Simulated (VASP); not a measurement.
# Zn (Pm-3m) in VASP: notebook

The runs below take Zn through single point, with PBEsol.

Program: VASP 6.6.1. These are calculated values, not measurements. Logs are shortened: lines on timing, memory, paths and dates and some standing lists are left out, and cuts for length are marked.

### 1 The cell of the first run

The structure is cubic, space group Pm-3m (No. 221). Conventional cell: a = 2.564 Å, b = 2.564 Å, c = 2.564 Å, α = 90.00°, β = 90.00°, γ = 90.00°. Zn (site symmetry m-3m) has 6 Zn at 2.56 Å within 3.4 Å.

### 2 Single point, PBEsol

Contents of INCAR:

```
SYSTEM = Zn
ALGO     = Normal         ! electronic algorithm
EDIFF    = 1E-7           ! SCF threshold, eV
ENCUT    = 520            ! plane-wave cutoff, eV
GGA      = PS             ! functional
ISIF     = 2              ! what is computed and relaxed
ISMEAR   = -1             ! smearing method
LASPH    = .True.         ! aspherical terms in the spheres
LCHARG   = .False.        ! write CHGCAR
LREAL    = .False.        ! projectors in reciprocal space
LWAVE    = .False.        ! write WAVECAR
NBANDS   = 12             ! bands
NELM     = 80             ! most SCF steps
PREC     = Accurate       ! precision mode
SIGMA    = 0.1            ! smearing width, eV
```

Contents of KPOINTS:

```
k-points
0
Gamma
  12 12 12
  0 0 0
```

Contents of POSCAR:

```
Zn
1.0
    2.5635715871      0.0000000000      0.0000000000
    0.0000000000      2.5635715871      0.0000000000
    0.0000000000      0.0000000000      2.5635715871
Zn
1
Direct
    0.0000000000      0.0000000000      0.0000000000
```

Potentials or basis: VASP PAW PBE potentials, release 64 (Zn).

The run is started by

```console
cat potpaw_PBE.64/Zn/POTCAR > POTCAR
mpirun -np 1 vasp_std > vasp.out
```

OUTCAR:

```text
SYSTEM = Zn
   EDIFF = 1E-7
   ENCUT = 520
   GGA = PS
   ISIF = 2
   ISMEAR = -1
   LASPH = .True.
   LREAL = .False.
   NELM = 80
   PREC = Accurate

 ion  position               nearest neighbor table
   1  0.000  0.000  0.000-

  LATTYP: Found a simple cubic cell.
 ALAT       =     2.5635715871

  Lattice vectors:

 A1 = (   2.5635715871,   0.0000000000,   0.0000000000)
 A2 = (   0.0000000000,   2.5635715871,   0.0000000000)
 A3 = (   0.0000000000,   0.0000000000,   2.5635715871)

Analysis of symmetry for initial positions (statically):
=====================================================================
 Subroutine PRICEL returns:
 Original cell was already a primitive cell.

 Routine SETGRP: Setting up the symmetry group for a
 simple cubic supercell.

 Subroutine GETGRP returns: Found 48 space group operations
 (whereof 48 operations were pure point group operations)
 out of a pool of 48 trial point group operations.

The static configuration has the point symmetry O_h .

Analysis of symmetry for dynamics (positions and initial velocities):
=====================================================================
 Subroutine PRICEL returns:
 Original cell was already a primitive cell.

 Routine SETGRP: Setting up the symmetry group for a
 simple cubic supercell.

 Subroutine GETGRP returns: Found 48 space group operations
 (whereof 48 operations were pure point group operations)
 out of a pool of 48 trial point group operations.

The dynamic configuration has the point symmetry O_h .

 Subroutine INISYM returns: Found 48 space group operations
 (whereof 48 operations are pure point group operations),
 and found     1 'primitive' translations

----------------------------------------------------------------------------------------

                                     Primitive cell

  volume of cell :      16.8475

  direct lattice vectors                    reciprocal lattice vectors
     2.563571587  0.000000000  0.000000000     0.390080778  0.000000000  0.000000000
     0.000000000  2.563571587  0.000000000     0.000000000  0.390080778  0.000000000
     0.000000000  0.000000000  2.563571587     0.000000000  0.000000000  0.390080778

  length of vectors
     2.563571587  2.563571587  2.563571587     0.390080778  0.390080778  0.390080778

  position of ions in fractional coordinates (direct lattice)
     0.000000000  0.000000000  0.000000000

  ion indices of the primitive-cell ions
   primitive index   ion index
                 1           1

----------------------------------------------------------------------------------------

 KPOINTS: k-points

Automatic generation of k-mesh.
 Grid dimensions read from file:
 generate k-points for:   12   12   12

 Generating k-lattice:

  Cartesian coordinates                     Fractional coordinates (reciprocal lattice)
     0.032506732  0.000000000  0.000000000     0.083333333  0.000000000  0.000000000
     0.000000000  0.032506732  0.000000000     0.000000000  0.083333333  0.000000000
     0.000000000  0.000000000  0.032506732     0.000000000  0.000000000  0.083333333

  Length of vectors
     0.032506732  0.032506732  0.032506732

  Shift w.r.t. Gamma in fractional coordinates (k-lattice)
     0.000000000  0.000000000  0.000000000

 Subroutine IBZKPT returns following result:
 ===========================================

 Found     84 irreducible k-points:

 Following reciprocal coordinates:
            Coordinates               Weight
  0.000000  0.000000  0.000000      1.000000
  0.083333  0.000000  0.000000      6.000000
  0.166667  0.000000  0.000000      6.000000
  0.250000  0.000000  0.000000      6.000000
  0.333333  0.000000  0.000000      6.000000
  0.416667  0.000000  0.000000      6.000000
[... 16 lines left out ...]
  0.333333  0.333333  0.000000     12.000000
  0.416667  0.333333  0.000000     24.000000
 [... further k-points ...]
   k-points           NKPTS =     84   k-points in BZ     NKDIM =     84   number of bands    NBANDS=     12
   number of dos      NEDOS =    301   number of ions     NIONS =      1
   total plane-waves  NPLWV =   8000
   dimension x,y,z NGX =    20 NGY =   20 NGZ =   20
   dimension x,y,z NGXF=    40 NGYF=   40 NGZF=   40
   ions per type =               1
   NGX,Y,Z   is equivalent  to a cutoff of  12.97, 12.97, 12.97 a.u.
   NGXF,Y,Z  is equivalent  to a cutoff of  25.94, 25.94, 25.94 a.u.
 SYSTEM =  Zn
   PREC   = accura    normal or accurate (medium, high low for compatibility)
   ISTART =      0    job   : 0-new  1-cont  2-samecut
   ICHARG =      2    charge: 1-file 2-atom 10-const
   ISPIN  =      1    spin polarized calculation?
   LNONCOLLINEAR =      F non collinear calculations
   LSORBIT =      F    spin-orbit coupling
   LASPH  =      T    aspherical Exc in radial PAW
   ENCUT  =  520.0 eV  38.22 Ry    6.18 a.u.   4.77  4.77  4.77*2*pi/ulx,y,z
   NELM   =     80;   NELMIN=  2; NELMDL= -5     # of ELM steps
   EDIFF  = 0.1E-06   stopping-criterion for ELM
   LREAL  =      F    real-space projection
   EDIFFG = 0.1E-05   stopping-criterion for IOM
   NSW    =      0    number of steps for IOM
   IBRION =     -1    ionic relax: 0-MD 1-quasi-New 2-CG
   NFREE  =      0    steps in history (QN), initial steepest desc. (CG)
   ISIF   =      2    stress and relaxation
   ISYM   =      2    0-nonsym 1-usesym 2-fastsym
   POTIM  = 0.5000    time-step for ionic-motion
   TEBEG  =    0.0;   TEEND  =   0.0 temperature during run
   PSTRESS=    0.0 pullay stress
   NELECT =      12.0000    total number of electrons
   NUPDOWN=      -1.0000    fix difference up-down
   EMIN   =  10.00;   EMAX   =-10.00  energy-range for DOS
   EFERMI =   0.00;   METHOD = LEGACY
   ISMEAR =    -1;   SIGMA  =   0.10  broadening in eV -4-tet -1-fermi 0-gaus
   EFERMI_NEDOS =   21; number of points for ismear=-14 and -15
   IALGO  =     38    algorithm
   IMIX   =      4    mixing-type and parameters
     AMIX     =   0.40;   BMIX     =  1.00
     AMIX_MAG =   1.60;   BMIX_MAG =  1.00
  volume/ion in A,a.u.               =      16.85       113.69
  Fermi-wavevector in a.u.,A,eV,Ry     =   1.462031  2.762837 29.082909  2.137533
  Thomas-Fermi vector in A             =   2.578292
   LORBIT       =      0    0 simple, 1 ext, 2 COOP (PROOUT), +10 PAW based schemes
   GGA     = PS    functional components
   LHFCALC =     F    Hartree Fock is set to
   AEXX    =    0.0000 exact exchange contribution
   IVDW    =     0    specifies the selected vdW correction
   LEPSILON=     F    determine dielectric tensor
   LRPA    =     F    only Hartree local field effects (RPA)
 non-spin polarized calculation
  energy-cutoff  :      520.00
  volume of cell :       16.85
 maximum number of plane-waves:       468
 NGX is ok and might be reduce to    20
   NGX =  9   NGY =  9   NGZ =  9

 number of electron      11.9999980 magnetization

 Free energy of the ion-electron system (eV)
  ---------------------------------------------------
  ext. energy  EPLUGINS =         0.00000000
  ---------------------------------------------------
  free energy    TOTEN  =        -1.29885231 eV

  energy without entropy =       -1.28699016  energy(sigma->0) =       -1.29292123

 E-fermi :   2.0383     XC(G=0): -11.1111

 val. band max:        1.9761487661   @ k =   0.5000   0.3333   0.0833
 cond. band min:       2.0480652171   @ k =   0.4167   0.1667   0.0833
 fundamental gap:      0.0719164510
 Fermi energy:         2.0383113724

 k-point     1 :       0.0000    0.0000    0.0000
  band No.  band energies     occupation
      1      -7.4369      2.00000
      2      -6.0393      2.00000
      3      -6.0393      2.00000
      4      -4.7090      2.00000
      5      -4.7090      2.00000
      6      -4.7090      2.00000
      7      14.8964      0.00000
      8      14.8964      0.00000
      9      14.8964      0.00000
     10      17.8652      0.00000
     11      17.8652      0.00000
     12      20.8918      0.00000

 k-point     2 :       0.0833    0.0000    0.0000
  band No.  band energies     occupation
      1      -7.2757      2.00000
      2      -6.0296      2.00000
      3      -5.9908      2.00000
      4      -4.7360      2.00000
      5      -4.7360      2.00000
      6      -4.7068      2.00000
      7      12.6579      0.00000
      8      15.0873      0.00000
      9      15.0873      0.00000
     10      17.9823      0.00000
     11      19.3231      0.00000
     12      22.0297      0.00000

 k-point     3 :       0.1667    0.0000    0.0000
  band No.  band energies     occupation
      1      -6.8287      2.00000
      2      -6.0032      2.00000
      3      -5.8184      2.00000
      4      -4.8090      2.00000
      5      -4.8090      2.00000
      6      -4.7006      2.00000
      7       9.5146      0.00000
      8      15.6494      0.00000
      9      15.6494      0.00000
     10      18.3370      0.00000
     11      20.0920      0.00000
     12      25.4489      0.00000

 k-point     4 :       0.2500    0.0000    0.0000
  band No.  band energies     occupation
      1      -6.3066      2.00000
      2      -5.9669      2.00000
      3      -5.3381      2.00000
      4      -4.9069      2.00000
      5      -4.9069      2.00000
      6      -4.6922      2.00000
      7       6.5129      0.00000
      8      16.5500      0.00000
      9      16.5500      0.00000
     10      18.9378      0.00000
     11      20.6364      0.00000
     12      28.6241      0.00000

 k-point     5 :       0.3333    0.0000    0.0000
  band No.  band energies     occupation
      1      -6.0147      2.00000
      2      -5.9305      2.00000
      3      -5.0027      2.00000
      4      -5.0027      2.00000
      5      -4.6838      2.00000
      6      -4.2840      2.00000
      7       3.7572      0.00000
      8      17.7251      0.00000
      9      17.7251      0.00000
     10      19.7975      0.00000
     11      21.2431      0.00000
     12      26.2290      0.00000
[... 228 lines left out ...]
      1      -5.7996      2.00000
      2      -5.5981      2.00000
      3      -5.1332      2.00000
      4      -5.0387      2.00000
      5      -4.8579      2.00000
      6      -1.4483      2.00000
      7       2.6146      0.00627
      8      10.6282      0.00000
      9      14.7912      0.00000
     10      20.7224      0.00000
     11      22.8452      0.00000
     12      26.0762      0.00000

 k-point    22 :       0.5000    0.2500    0.0000
  band No.  band energies     occupation
      1      -5.7835      2.00000
      2      -5.6218      2.00000
      3      -5.1038      2.00000
      4      -5.0624      2.00000
      5      -4.8546      2.00000
      6       0.1703      2.00000
      7       0.6957      2.00000
      8      11.6424      0.00000
      9      13.4723      0.00000
     10      21.5348      0.00000
     11      23.5381      0.00000
     12      24.9837      0.00000

 k-point    23 :       0.3333    0.3333    0.0000
  band No.  band energies     occupation
      1      -5.7924      2.00000
      2      -5.6808      2.00000
      3      -4.9664      2.00000
      4      -4.9607      2.00000
      5      -4.9481      2.00000
      6      -1.8745      2.00000
      7       5.2060      0.00000
      8       7.5123      0.00000
      9      14.4508      0.00000
     10      20.5919      0.00000
     11      22.7346      0.00000
     12      27.9900      0.00000

 k-point    24 :       0.4167    0.3333    0.0000
  band No.  band energies     occupation
      1      -5.7901      2.00000
      2      -5.7469      2.00000
      3      -5.0222      2.00000
      4      -4.9458      2.00000
      5      -4.7976      2.00000
      6      -0.4162      2.00000
      7       3.5009      0.00000
      8       8.0688      0.00000
      9      12.2721      0.00000
     10      21.9572      0.00000
     11      23.7993      0.00000
     12      26.9309      0.00000

 [... further k-points ...]

------------------------ aborting loop because EDIFF is reached ----------------------------------------

  FORCE on cell =-STRESS in cart. coord.  units (eV):
  Direction    XX          YY          ZZ          XY          YZ          ZX
  --------------------------------------------------------------------------------------
  -------------------------------------------------------------------------------------
  Total        0.0319858      0.0319858      0.0319858     -0.0000000     -0.0000000      0.0000000
  in kB        3.0418073      3.0418073      3.0418073     -0.0000000     -0.0000000      0.0000000
  external PRESSURE =       3.0418073 kB  Pullay stress =       0.0000000 kB

 VOLUME and BASIS-vectors are now :
 -----------------------------------------------------------------------------
  energy-cutoff  :      520.00
  volume of cell :       16.85
      direct lattice vectors                 reciprocal lattice vectors
     2.563571587  0.000000000  0.000000000     0.390080778  0.000000000  0.000000000
     0.000000000  2.563571587  0.000000000     0.000000000  0.390080778  0.000000000
     0.000000000  0.000000000  2.563571587     0.000000000  0.000000000  0.390080778

 POSITION                                       TOTAL-FORCE (eV/Angst)
 -----------------------------------------------------------------------------------
      0.00000      0.00000      0.00000         0.000000      0.000000      0.000000
 -----------------------------------------------------------------------------------
    total drift:                               -0.000000      0.000000      0.000000

  FREE ENERGIE OF THE ION-ELECTRON SYSTEM (eV)
  ---------------------------------------------------
  free  energy   TOTEN  =        -1.2988523113 eV

  energy  without entropy=       -1.2869901555  energy(sigma->0) =       -1.29292123
```

Run time: 22 s. Hardware: 1 thread of AMD EPYC 7R13, shared host; peak memory 0.13 GiB.

Results:

| Property | Result |
| --- | --- |
| Free energy | -1.2989 eV |
| Pressure | 0.3 GPa |
| Band gap on the k mesh | zero (band 6 reaches 7.85 eV, above the bottom of band 7 at -0.78 eV) |

Caveat: the PAW data sets were made with another functional, which shifts forces and pressure a little.

(Part 1 of 2 ends here.)
